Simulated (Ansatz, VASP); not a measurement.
# One calculation of Rh, two programs

File POSCAR:

```
Rh
1.0
    0.0000000000      1.9015500000      1.9300732500
    1.9015500000      0.0000000000      1.9300732500
    1.9015500000      1.9015500000      0.0000000000
Rh
1
Direct
    0.0000000000      0.0000000000      0.0000000000
```

Contents of INCAR.step1:

```
SYSTEM = Rh
PREC     = Accurate       ! precision mode
ENCUT    = 520            ! plane-wave cutoff, eV
ISMEAR   = 0              ! smearing method
SIGMA    = 0.15           ! smearing width, eV
LREAL    = .FALSE.        ! projectors in reciprocal space
LASPH    = .TRUE.         ! aspherical terms in the spheres
NELM     = 60             ! most SCF steps
NBANDS   = 14             ! bands
GGA      = PE             ! functional
ALGO     = Normal         ! electronic algorithm
EDIFF    = 1E-4           ! SCF threshold, eV
LWAVE    = .TRUE.         ! write WAVECAR
LCHARG   = .FALSE.        ! write CHGCAR
```

Contents of INCAR.step2:

```
SYSTEM = Rh
PREC     = Accurate       ! precision mode
ENCUT    = 520            ! plane-wave cutoff, eV
EDIFF    = 1E-6           ! SCF threshold, eV
ISMEAR   = 0              ! smearing method
SIGMA    = 0.15           ! smearing width, eV
LREAL    = .FALSE.        ! projectors in reciprocal space
LASPH    = .TRUE.         ! aspherical terms in the spheres
NELM     = 60             ! most SCF steps
ALGO     = Normal         ! electronic algorithm
ISIF     = 2              ! what is computed and relaxed
LWAVE    = .FALSE.        ! write WAVECAR
LCHARG   = .TRUE.         ! write CHGCAR
METAGGA  = R2SCAN         ! meta-GGA
LMIXTAU  = .TRUE.       
LELF     = .TRUE.         ! ELF
LVHAR    = .TRUE.       
NBANDS   = 14             ! bands
ISTART   = 1
```

The input KPOINTS:

```
Automatic mesh
0
G
  22 22 22
  0 0 0
```

Input for Ansatz:

```yaml
crystal:
  lattice:
    - [0.0, 1.90155, 1.93007325]
    - [1.90155, 0.0, 1.93007325]
    - [1.90155, 1.90155, 0.0]
  atoms:
    - { symbol: Rh, position: [0.0, 0.0, 0.0] }
basis:
  ecutwfc: 500
kpoints:
  mp_grid: { grid: [22, 22, 22] }
hamiltonian:
  xc: r2scan
scf:
  occupations: { method: gaussian, width: 0.15 }
output:
  forces: true
  stress: true
  eigenvalues: true
```

Change from the starting cell: strain +0.000 along x and y, +0.015 along z, atoms carried along.

Alike in both runs: task single point; functional r2SCAN; k mesh 22 × 22 × 22; occupations gaussian, width 0.15 eV; no spin polarisation.

```csv
,VASP,Ansatz
version,VASP 6.6.1,Ansatz 0.2.0
potentials or method,"VASP PAW PBE potentials, release 64 (Rh_pv), cutoff 520 eV","scalar-relativistic, plane waves, PAW"
valence electrons in the cell,15,17
```

Ansatz gave:

```
gap on the k mesh at the Fermi level (eV)                     : none
pressure (GPa)                                                : -4.6
traceless stress, the component that is largest in VASP (GPa) : -2.34
```

Task: Estimate VASP's values.

Result: gap on the k mesh at the Fermi level (eV): none; pressure (GPa): -3.5; traceless stress, the component that is largest in VASP (GPa): -2.35.

VASP's potentials were made for PBE, not for r2SCAN. A gap of «none» marks a metal or a gap that the smearing closes. The functional is the same, so the differences come from potentials, cutoffs and numerics. VASP's potentials hold 15 valence electrons a cell and Ansatz's 17, so a difference there can come from the potentials and not from the codes.
